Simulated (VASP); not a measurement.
HfC:

```
Hf C
1.0
     0.00000    2.35560    2.35560
     2.35560    0.00000    2.35560
     2.35560    2.35560    0.00000
Hf C
1 1
Cartesian
  2.3556 2.3556 2.3556
  0.0000 0.0000 0.0000
```

Base run:

| Quantity | Value |
| --- | --- |
| Program | VASP 6.6.1 |
| Functional | PBE |
| Potentials or basis | VASP PAW PBE potentials, release 64 (Hf_pv, C) |
| Cutoff | 520 eV |
| k mesh | 10 × 10 × 10 |
| Occupations | fermi-dirac, width 0.05 eV |
| Spin | no spin polarisation |

Its results: band gap on the k mesh zero (band 7 reaches 6.64 eV, above the bottom of band 8 at 5.25 eV); pressure -9.0 GPa.

**Question.** The run is repeated on the same cell with these changes: functional from PBE to r2SCAN. What comes out?

**Answer.** Band gap on the k mesh zero (band 7 reaches 6.59 eV, above the bottom of band 8 at 5.14 eV); pressure -11.3 GPa.

Caveats: spin-orbit coupling is left out, which moves the levels of the heavy elements; the PAW data sets were made with another functional, which shifts forces and pressure a little (some runs).
